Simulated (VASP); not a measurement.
Wanted: the native input for a VASP 6.6.1 run.

```yaml
Task: single point
Functional: PBE
Dispersion: D3(BJ)
Potentials_or_basis: VASP PAW PBE potentials, release 64 (S, C)
Cutoff: 520 eV
k_mesh: 1 × 1 × 1
Occupations: fermi-dirac, width 0.05 eV
Spin: no spin polarisation
Dipole_correction: no
Further_INCAR_settings: LREAL = Auto; ALGO = Normal; EDIFF = 1e-07; NBANDS = 82
```

The structure of CS2 lies in POSCAR:

```
CS2
1.0
    9.5828400000      0.0000000000      0.0000000000
    0.0000000000      9.5828400000      0.0000000000
    0.0000000000      0.0000000000      9.5828400000
S C
16 8
Direct
    0.0512895968      0.9803565540      0.8937329643
    0.2231593139      0.7431826056      0.7594095279
    0.3929315318      0.5097653723      0.4143865493
    0.5051529609      0.5248026681      0.1067428862
    0.8574389221      0.9157827951      0.5249800685
    0.5520075468      0.8120974575      0.5670239720
    0.6968184797      0.4793464151      0.7351787153
    0.7507482124      0.2328119848      0.9441146883
    0.8988880123      0.6373267215      0.0279979630
    1.1298842514      0.4251244934      0.1120022874
    0.3261976617      0.9034482471      0.1812615049
    0.6513830973      0.9432589921      0.1495068268
    0.7651593891      0.3069340613      0.3448664488
    0.9485601346      0.5538650337      0.4527780908
    0.1424316800      0.3288064916      0.7539414203
    0.4125916743      0.1696156880      0.6693735886
    0.1365461596      0.8594320682      0.8321750128
    0.4633281992      0.5121341899      0.2674468112
    0.7070242225      0.8531186997      0.5371267808
    0.7242946767      0.3533190578      0.8355351858
    1.0159514298      0.5353840824      0.0710227866
    0.4869328925      0.9386048395      0.1526061168
    0.8545483385      0.4337127616      0.3972100129
    0.2800839835      0.2507607348      0.7154455255
```

These files were run (other wordings do the same):

INCAR

```
SYSTEM = CS2
  PREC = Accurate
  ENCUT = 520
  EDIFF = 1E-7
  ISMEAR = -1
  SIGMA = 0.05
  LREAL = Auto
  LASPH = .TRUE.
  NELM = 60
  ALGO = Normal
  ISIF = 2
  LWAVE = .FALSE.
  LCHARG = .TRUE.
  GGA = PE
  IVDW = 12
  LELF = .TRUE.
  LVHAR = .TRUE.
  NBANDS = 82
```

KPOINTS

```
regular mesh
0
G
  1 1 1
  0 0 0
```

Potentials or basis: VASP PAW PBE potentials, release 64 (S, C).

The run is started by

```console
$ cat potpaw_PBE.64/S/POTCAR potpaw_PBE.64/C/POTCAR > POTCAR
$ mpirun -np 1 vasp_gam > vasp.out
```

Results of the run:

The pressure is -0.9 GPa, the largest force is 1.950 eV/Å and the band gap on the k mesh is 3.10 eV. The dispersion energy per atom is -0.108 eV.

Caveat: the k points lie up to 0.66 Å⁻¹ apart.

It took 98 s on 1 thread of Intel(R) Xeon(R) 6975P-C (Granite Rapids), with other jobs on the host, peak memory 0.72 GiB.
